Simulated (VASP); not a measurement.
# IrO (F-43m) in VASP: further runs, part 2 of 2

VASP 6.6.1. The steps go on from the part before.

## (3) Single point, r2SCAN

The input, POSCAR:

```
IrO
1.0
    0.0000000000      2.3648116834      2.3648116834
    2.3648116834      0.0000000000      2.3648116834
    2.3648116834      2.3648116834      0.0000000000
Ir O
1 1
Direct
    0.0000000000      0.0000000000      0.0000000000
    0.2500000000      0.2500000000      0.2500000000
```

The input, INCAR.step1:

```
SYSTEM = IrO
ALGO = Normal
EDIFF = 1E-5
ENCUT = 660
GGA = PE
GGA_COMPAT = .False.
ISMEAR = 0
LASPH = .True.
LCHARG = .False.
LREAL = .False.
LWAVE = .True.
NBANDS = 18
NELM = 120
PREC = Accurate
SIGMA = 0.1
```

The input, INCAR.step2:

```
SYSTEM = IrO
ALGO = Normal
EDIFF = 1E-6
ENCUT = 660
GGA_COMPAT = .False.
ISIF = 2
ISMEAR = 0
ISTART = 1
LASPH = .True.
LCHARG = .False.
LMIXTAU = .True.
LREAL = .False.
LWAVE = .False.
METAGGA = R2SCAN
NBANDS = 18
NELM = 120
PREC = Accurate
SIGMA = 0.1
```

The input, KPOINTS:

```
k-points
0
Gamma
  16 16 16
  0 0 0
```

Potentials or basis: VASP PAW PBE potentials, release 64 (Ir_sv_GW, O).

Started as:

```sh
> cat potpaw_PBE.64/Ir_sv_GW/POTCAR potpaw_PBE.64/O/POTCAR > POTCAR
> cp INCAR.step1 INCAR
> mpirun -np 1 vasp_std > vasp.out
> cp INCAR.step2 INCAR
> mpirun -np 1 vasp_std > vasp.out
```

OUTCAR:

```text
SYSTEM = IrO
   EDIFF = 1E-6
   ENCUT = 660
   ISIF = 2
   ISMEAR = 0
   ISTART = 1
   LASPH = .True.
   LREAL = .False.
   METAGGA = R2SCAN
   NELM = 120
   PREC = Accurate

 ion  position               nearest neighbor table
   1  0.000  0.000  0.000-   2 2.05   2 2.05   2 2.05   2 2.05
   2  0.250  0.250  0.250-   1 2.05   1 2.05   1 2.05   1 2.05

  LATTYP: Found a face centered cubic cell.
 ALAT       =     4.7296233668

  Lattice vectors:

 A1 = (   0.0000000000,   2.3648116834,   2.3648116834)
 A2 = (   2.3648116834,   0.0000000000,   2.3648116834)
 A3 = (   2.3648116834,   2.3648116834,   0.0000000000)

Analysis of symmetry for initial positions (statically):
=====================================================================
 Subroutine PRICEL returns:
 Original cell was already a primitive cell.

 Routine SETGRP: Setting up the symmetry group for a
 face centered cubic supercell.

 Subroutine GETGRP returns: Found 24 space group operations
 (whereof 24 operations were pure point group operations)
 out of a pool of 48 trial point group operations.

The static configuration has the point symmetry T_d .

Analysis of symmetry for dynamics (positions and initial velocities):
=====================================================================
 Subroutine PRICEL returns:
 Original cell was already a primitive cell.

 Routine SETGRP: Setting up the symmetry group for a
 face centered cubic supercell.

 Subroutine GETGRP returns: Found 24 space group operations
 (whereof 24 operations were pure point group operations)
 out of a pool of 48 trial point group operations.

The dynamic configuration has the point symmetry T_d .

 Subroutine INISYM returns: Found 24 space group operations
 (whereof 24 operations are pure point group operations),
 and found     1 'primitive' translations

----------------------------------------------------------------------------------------

                                     Primitive cell

  volume of cell :      26.4496

  direct lattice vectors                    reciprocal lattice vectors
     0.000000000  2.364811683  2.364811683    -0.211433326  0.211433326  0.211433326
     2.364811683  0.000000000  2.364811683     0.211433326 -0.211433326  0.211433326
     2.364811683  2.364811683  0.000000000     0.211433326  0.211433326 -0.211433326

  length of vectors
     3.344348755  3.344348755  3.344348755     0.366213263  0.366213263  0.366213263

  position of ions in fractional coordinates (direct lattice)
     0.000000000  0.000000000  0.000000000
     0.250000000  0.250000000  0.250000000

  ion indices of the primitive-cell ions
   primitive index   ion index
                 1           1
                 2           2

----------------------------------------------------------------------------------------

 KPOINTS: k-points

Automatic generation of k-mesh.
 Grid dimensions read from file:
 generate k-points for:   16   16   16

 Generating k-lattice:

  Cartesian coordinates                     Fractional coordinates (reciprocal lattice)
    -0.013214583  0.013214583  0.013214583     0.062500000  0.000000000  0.000000000
     0.013214583 -0.013214583  0.013214583     0.000000000  0.062500000  0.000000000
     0.013214583  0.013214583 -0.013214583     0.000000000  0.000000000  0.062500000

  Length of vectors
     0.022888329  0.022888329  0.022888329

  Shift w.r.t. Gamma in fractional coordinates (k-lattice)
     0.000000000  0.000000000  0.000000000

 Subroutine IBZKPT returns following result:
 ===========================================

 Found    145 irreducible k-points:

 Following reciprocal coordinates:
            Coordinates               Weight
  0.000000  0.000000  0.000000      1.000000
  0.062500  0.000000  0.000000      8.000000
  0.125000  0.000000  0.000000      8.000000
  0.187500  0.000000  0.000000      8.000000
  0.250000  0.000000  0.000000      8.000000
  0.312500  0.000000  0.000000      8.000000
[... 16 lines left out ...]
 -0.125000  0.062500  0.000000     24.000000
 -0.062500  0.062500  0.000000     12.000000
 [... further k-points ...]
   k-points           NKPTS =    145   k-points in BZ     NKDIM =    145   number of bands    NBANDS=     18
   number of dos      NEDOS =    301   number of ions     NIONS =      2
   total plane-waves  NPLWV =  21952
   dimension x,y,z NGX =    28 NGY =   28 NGZ =   28
   dimension x,y,z NGXF=    56 NGYF=   56 NGZF=   56
   ions per type =               1   1
   NGX,Y,Z   is equivalent  to a cutoff of  13.92, 13.92, 13.92 a.u.
   NGXF,Y,Z  is equivalent  to a cutoff of  27.84, 27.84, 27.84 a.u.
 SYSTEM =  IrO
   PREC   = accura    normal or accurate (medium, high low for compatibility)
   ISTART =      1    job   : 0-new  1-cont  2-samecut
   ICHARG =      0    charge: 1-file 2-atom 10-const
   ISPIN  =      1    spin polarized calculation?
   LNONCOLLINEAR =      F non collinear calculations
   LSORBIT =      F    spin-orbit coupling
   LASPH  =      T    aspherical Exc in radial PAW
   ENCUT  =  660.0 eV  48.51 Ry    6.96 a.u.   7.01  7.01  7.01*2*pi/ulx,y,z
   NELM   =    120;   NELMIN=  2; NELMDL=  0     # of ELM steps
   EDIFF  = 0.1E-05   stopping-criterion for ELM
   LREAL  =      F    real-space projection
   EDIFFG = 0.1E-04   stopping-criterion for IOM
   NSW    =      0    number of steps for IOM
   IBRION =     -1    ionic relax: 0-MD 1-quasi-New 2-CG
   NFREE  =      0    steps in history (QN), initial steepest desc. (CG)
   ISIF   =      2    stress and relaxation
   ISYM   =      2    0-nonsym 1-usesym 2-fastsym
   POTIM  = 0.5000    time-step for ionic-motion
   TEBEG  =    0.0;   TEEND  =   0.0 temperature during run
   PSTRESS=    0.0 pullay stress
   NELECT =      23.0000    total number of electrons
   NUPDOWN=      -1.0000    fix difference up-down
   EMIN   =  10.00;   EMAX   =-10.00  energy-range for DOS
   EFERMI =   0.00;   METHOD = LEGACY
   ISMEAR =     0;   SIGMA  =   0.10  broadening in eV -4-tet -1-fermi 0-gaus
   EFERMI_NEDOS =   21; number of points for ismear=-14 and -15
   IALGO  =     38    algorithm
   IMIX   =      4    mixing-type and parameters
     AMIX     =   0.40;   BMIX     =  1.00
     AMIX_MAG =   1.60;   BMIX_MAG =  1.00
  volume/ion in A,a.u.               =      13.22        89.25
  Fermi-wavevector in a.u.,A,eV,Ry     =   1.562587  2.952861 33.221049  2.441678
  Thomas-Fermi vector in A             =   2.665484
   LORBIT       =      0    0 simple, 1 ext, 2 COOP (PROOUT), +10 PAW based schemes
   METAGGA = R2SCAN    functional components
   LHFCALC =     F    Hartree Fock is set to
   AEXX    =    0.0000 exact exchange contribution
   IVDW    =     0    specifies the selected vdW correction
   LEPSILON=     F    determine dielectric tensor
   LRPA    =     F    only Hartree local field effects (RPA)
 non-spin polarized calculation
 Gauss-broadening in eV      SIGMA  =   0.10
  energy-cutoff  :      660.00
  volume of cell :       26.45
 maximum number of plane-waves:      1036
   NGX = 13   NGY = 13   NGZ = 13

 number of electron      22.9999998 magnetization

 Free energy of the ion-electron system (eV)
  ---------------------------------------------------
  ext. energy  EPLUGINS =         0.00000000
  ---------------------------------------------------
  free energy    TOTEN  =       -57.53696362 eV

  energy without entropy =      -57.52786266  energy(sigma->0) =      -57.53241314

 E-fermi :   8.0075     XC(G=0): -13.0517

 val. band max:        7.9925497682   @ k =   0.3125   0.2500   0.0625
 cond. band min:       8.0107280148   @ k =   0.4375   0.3125   0.0000
 fundamental gap:      0.0181782466
 Fermi energy:         8.0075189181

 k-point     1 :       0.0000    0.0000    0.0000
  band No.  band energies     occupation
      1     -86.9678      2.00000
      2     -43.2039      2.00000
      3     -43.2039      2.00000
      4     -43.2039      2.00000
      5     -14.9861      2.00000
      6      -0.7018      2.00000
[... 10 lines left out ...]
     17      21.6981      0.00000
     18      25.1695      0.00000
[... 463 lines left out ...]
 k-point    24 :      -0.0625    0.0625    0.0000
  band No.  band energies     occupation
      1     -86.9677      2.00000
      2     -43.2133      2.00000
      3     -43.2067      2.00000
      4     -43.2048      2.00000
      5     -14.9331      2.00000
      6      -0.8183      2.00000
[... 10 lines left out ...]
     17      22.1006      0.00000
     18      25.6123      0.00000

 [... further k-points ...]

------------------------ aborting loop because EDIFF is reached ----------------------------------------

  FORCE on cell =-STRESS in cart. coord.  units (eV):
  Direction    XX          YY          ZZ          XY          YZ          ZX
  --------------------------------------------------------------------------------------
  -------------------------------------------------------------------------------------
  Total       -0.0843213     -0.0843213     -0.0843213      0.0000000      0.0000000     -0.0000000
  in kB       -5.1077342     -5.1077342     -5.1077342      0.0000000      0.0000000     -0.0000000
  external PRESSURE =      -5.1077342 kB  Pullay stress =       0.0000000 kB

 VOLUME and BASIS-vectors are now :
 -----------------------------------------------------------------------------
  energy-cutoff  :      660.00
  volume of cell :       26.45
      direct lattice vectors                 reciprocal lattice vectors
     0.000000000  2.364811683  2.364811683    -0.211433326  0.211433326  0.211433326
     2.364811683  0.000000000  2.364811683     0.211433326 -0.211433326  0.211433326
     2.364811683  2.364811683  0.000000000     0.211433326  0.211433326 -0.211433326

 POSITION                                       TOTAL-FORCE (eV/Angst)
 -----------------------------------------------------------------------------------
      0.00000      0.00000      0.00000         0.000000     -0.000000     -0.000000
      1.18241      1.18241      1.18241        -0.000000      0.000000      0.000000
 -----------------------------------------------------------------------------------
    total drift:                                0.000000      0.000000      0.000000

  FREE ENERGIE OF THE ION-ELECTRON SYSTEM (eV)
  ---------------------------------------------------
  free  energy   TOTEN  =       -57.5369636236 eV

  energy  without entropy=      -57.5278626563  energy(sigma->0) =      -57.53241314
```

Run time: 2.2 min. Hardware: 1 thread of Intel Xeon 6975P-C (Granite Rapids), shared host; peak memory 0.24 GiB.

What came out:

```yaml
Free_energy: -57.5370 eV
Pressure: -0.5 GPa
Band_gap_on_the_k_mesh: zero (an odd number of electrons rules out a gap without spin polarisation)
```

Caveat: the PAW data sets were made with another functional, which shifts forces and pressure a little; spin-orbit coupling is left out, which moves the levels of the heavy elements; an odd number of electrons without spin polarisation forces a metal; a magnetic or distorted state may lie lower.

## (4) Single point, r2SCAN, collinear spin

POSCAR is that of step 3.

The input, INCAR.step1:

```
SYSTEM = IrO
ALGO = Normal
EDIFF = 1E-4
ENCUT = 520
GGA = PE
ISMEAR = 0
ISPIN = 2
LASPH = .TRUE.
LCHARG = .FALSE.
LMAXMIX = 4
LREAL = .FALSE.
LWAVE = .TRUE.
MAGMOM = 2.5 0
NBANDS = 18
NELM = 150
PREC = Accurate
SIGMA = 0.1
```

The input, INCAR.step2:

```
SYSTEM = IrO
ALGO = Normal
EDIFF = 1E-7
ENCUT = 520
ISIF = 2
ISMEAR = 0
ISPIN = 2
ISTART = 1
LASPH = .TRUE.
LCHARG = .FALSE.
LMAXMIX = 4
LMIXTAU = .TRUE.
LORBIT = 11
LREAL = .FALSE.
LWAVE = .FALSE.
MAGMOM = 2.5 0
METAGGA = R2SCAN
NBANDS = 18
NELM = 150
PREC = Accurate
SIGMA = 0.1
```

The input, KPOINTS:

```
k-points
0
G
  16 16 16
  0 0 0
```

Potentials or basis: VASP PAW PBE potentials, release 64 (Ir, O).

Started as:

```sh
> cat potpaw_PBE.64/Ir/POTCAR potpaw_PBE.64/O/POTCAR > POTCAR
> cp INCAR.step1 INCAR
> mpirun -np 1 vasp_std > vasp.out
> cp INCAR.step2 INCAR
> mpirun -np 1 vasp_std > vasp.out
```

OUTCAR:

```text
SYSTEM = IrO
   EDIFF = 1E-7
   ENCUT = 520
   ISIF = 2
   ISMEAR = 0
   ISPIN = 2
   ISTART = 1
   LASPH = .TRUE.
   LORBIT = 11
   LREAL = .FALSE.
   METAGGA = R2SCAN
   NELM = 150
   PREC = Accurate

 ion  position               nearest neighbor table
   1  0.000  0.000  0.000-   2 2.05   2 2.05   2 2.05   2 2.05
   2  0.250  0.250  0.250-   1 2.05   1 2.05   1 2.05   1 2.05

  LATTYP: Found a face centered cubic cell.
 ALAT       =     4.7296233668

  Lattice vectors:

 A1 = (   0.0000000000,   2.3648116834,   2.3648116834)
 A2 = (   2.3648116834,   0.0000000000,   2.3648116834)
 A3 = (   2.3648116834,   2.3648116834,   0.0000000000)

[... 1223 lines left out ...]
 -----------------------------------------------------------------------------
  energy-cutoff  :      520.00
  volume of cell :       26.45
      direct lattice vectors                 reciprocal lattice vectors
     0.000000000  2.364811683  2.364811683    -0.211433326  0.211433326  0.211433326
     2.364811683  0.000000000  2.364811683     0.211433326 -0.211433326  0.211433326
     2.364811683  2.364811683  0.000000000     0.211433326  0.211433326 -0.211433326

 POSITION                                       TOTAL-FORCE (eV/Angst)
 -----------------------------------------------------------------------------------
      0.00000      0.00000      0.00000        -0.000000     -0.000000     -0.000000
      1.18241      1.18241      1.18241         0.000000      0.000000      0.000000
 -----------------------------------------------------------------------------------
    total drift:                               -0.000001     -0.000001     -0.000001

  FREE ENERGIE OF THE ION-ELECTRON SYSTEM (eV)
  ---------------------------------------------------
  free  energy   TOTEN  =       -56.9697482220 eV

  energy  without entropy=      -56.9606434235  energy(sigma->0) =      -56.96519582

 total charge

# of ion       s       p       d       tot
------------------------------------------
    1        0.486   0.526   6.982   7.994
    2        1.600   3.363   0.000   4.963
--------------------------------------------------
tot          2.085   3.889   6.982  12.957

 magnetization (x)

# of ion       s       p       d       tot
------------------------------------------
    1       -0.000  -0.000  -0.000  -0.000
    2       -0.000  -0.000   0.000  -0.000
--------------------------------------------------
tot         -0.000  -0.000  -0.000  -0.000
```

OUTCAR.step1:

```text
SYSTEM = IrO
   EDIFF = 1E-4
   ENCUT = 520
   GGA = PE
   ISMEAR = 0
   ISPIN = 2
[... 1253 lines left out ...]
      0.00000      0.00000      0.00000         0.000000      0.000000      0.000000
      1.18241      1.18241      1.18241        -0.000000     -0.000000     -0.000000
 -----------------------------------------------------------------------------------
    total drift:                                0.000000      0.000000      0.000000

  FREE ENERGIE OF THE ION-ELECTRON SYSTEM (eV)
  ---------------------------------------------------
  free  energy   TOTEN  =       -12.4411235217 eV

  energy  without entropy=      -12.4315370944  energy(sigma->0) =      -12.43633031
```

OSZICAR.step1:

```text
N       E                     dE             d eps       ncg     rms          rms(c)
DAV:   1     0.100922610744E+03    0.10092E+03   -0.68155E+03 10448   0.771E+02
DAV:   2    -0.913098595194E+01   -0.11005E+03   -0.93375E+02 10850   0.222E+02
DAV:   3    -0.135173458048E+02   -0.43864E+01   -0.43022E+01 13396   0.493E+01
DAV:   4    -0.135564500398E+02   -0.39104E-01   -0.39090E-01 12222   0.448E+00
DAV:   5    -0.135570916302E+02   -0.64159E-03   -0.64156E-03 13010   0.606E-01    0.224E+01
DAV:   6    -0.128364229521E+02    0.72067E+00   -0.58538E+00 13792   0.254E+01    0.147E+01
DAV:   7    -0.124443896367E+02    0.39203E+00   -0.12951E+00 13630   0.125E+01    0.901E+00
DAV:   8    -0.124411042746E+02    0.32854E-02   -0.19032E-01 11338   0.321E+00    0.138E+00
DAV:   9    -0.124415295842E+02   -0.42531E-03   -0.39197E-03 11886   0.535E-01    0.308E-01
DAV:  10    -0.124411893837E+02    0.34020E-03   -0.67764E-04 12788   0.234E-01    0.134E-01
DAV:  11    -0.124411235217E+02    0.65862E-04   -0.13344E-04  6232   0.120E-01
   1 F= -.12441124E+02 E0= -.12436330E+02  d E =-.958643E-02  mag=    -0.0017
```

Wall time 6.8 min (1 thread of AMD EPYC 9R45 (Zen 5), shared host); peak memory 0.23 GiB.

Results:

| Item | Value |
| --- | --- |
| Free energy | -56.9697 eV |
| Pressure | 2.2 GPa |
| Net moment | 0.00 μB per cell |
| Valence electrons inside the program's atomic spheres | Ir 7.99; O 4.96 |

Levels at points of the mesh, in eV from the Fermi level:
Spin up:
```
           k point  band 3  band 4  band 5  band 6  band 7  band 8  band 9  band 10  band 11  band 12
(0.00, 0.00, 0.00)   -8.71   -8.71   -2.61   -2.61   -2.55    1.72    1.72     1.72    13.77    13.77
(0.50, 0.00, 0.00)   -8.20   -8.20   -2.31   -2.21   -2.21    0.48    0.48     3.51     6.05    14.79
(0.50, 0.50, 0.00)   -7.19   -7.19   -3.64   -1.97   -1.72   -0.51   -0.51     6.48     7.50    12.12
```
Spin down:
| k point | band 5 | band 6 | band 7 | band 8 | band 9 | band 10 |
| --- | --- | --- | --- | --- | --- | --- |
| (0.00, 0.00, 0.00) | -2.61 | -2.61 | -2.55 | 1.72 | 1.72 | 1.72 |
| (0.50, 0.00, 0.00) | -2.31 | -2.21 | -2.21 | 0.48 | 0.48 | 3.51 |
| (0.50, 0.50, 0.00) | -3.64 | -1.97 | -1.72 | -0.51 | -0.51 | 6.48 |

Caveat: the PAW data sets were made with another functional, which shifts forces and pressure a little; spin-orbit coupling is left out, which moves the levels of the heavy elements.
